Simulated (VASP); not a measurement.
A run of VASP 6.6.1 is set up as follows.

INCAR

```
SYSTEM = TaNiN2
ALGO = Normal
EDIFF = 1E-6
ENCUT = 520
GGA = PE
ISIF = 2
ISMEAR = -5
LASPH = .True.
LCHARG = .False.
LDAU = .True.
LDAUJ = 0 0 0
LDAUL = -1 2 -1
LDAUPRINT = 1
LDAUTYPE = 2
LDAUU = 0 5 0
LMAXMIX = 4
LREAL = .False.
LWAVE = .False.
NBANDS = 24
NELM = 150
PREC = Accurate
SIGMA = 0.1
```

Contents of KPOINTS:

```
k-points
0
Gamma
  7 7 7
  0 0 0
```

POSCAR

```
TaNiN2
1.0
    3.1244200324      0.0000002927      0.0000000912
   -1.5622102697      2.7058269738     -0.0000006765
   -0.0000000026     -1.8038833760      5.8787940015
Ta Ni N
1 1 2
Direct
    0.5000000000      0.0000000000      0.5000000000
    0.0000000000      0.0000000000      0.0000000000
    0.1059214791      0.2118429582      0.3177644373
    0.8940785209      0.7881570418      0.6822355627
```

Potentials or basis: VASP PAW PBE potentials, release 64 (Ta_pv, Ni, N).

The run is started by

```console
$ cat potpaw_PBE.64/Ta_pv/POTCAR potpaw_PBE.64/Ni/POTCAR potpaw_PBE.64/N/POTCAR > POTCAR
$ mpirun -np 1 vasp_std > vasp.out
```

Task: Estimate the largest force.

Result: 0.387 eV/Å.

Task: Predict the pressure.

Result: -1.0 GPa.

Eigenvalues of the final occupation matrices:
| site | spin | trace | eigenvalues |
| --- | --- | --- | --- |
| site 2 d | 1 | 4.30 | 0.53 0.93 0.93 0.96 0.96 |
| site 2 d | 2 | 4.30 | 0.53 0.93 0.93 0.96 0.96 |

Caveat: spin-orbit coupling is left out, which moves the levels of the heavy elements; the run has no spin polarisation, though such a crystal can be magnetic; U without spin polarisation on a metal has little footing; tetrahedron occupations give inexact forces and stress in metals. Spin polarisation is off, so any magnetic state and its effect on volume and gap are missing.
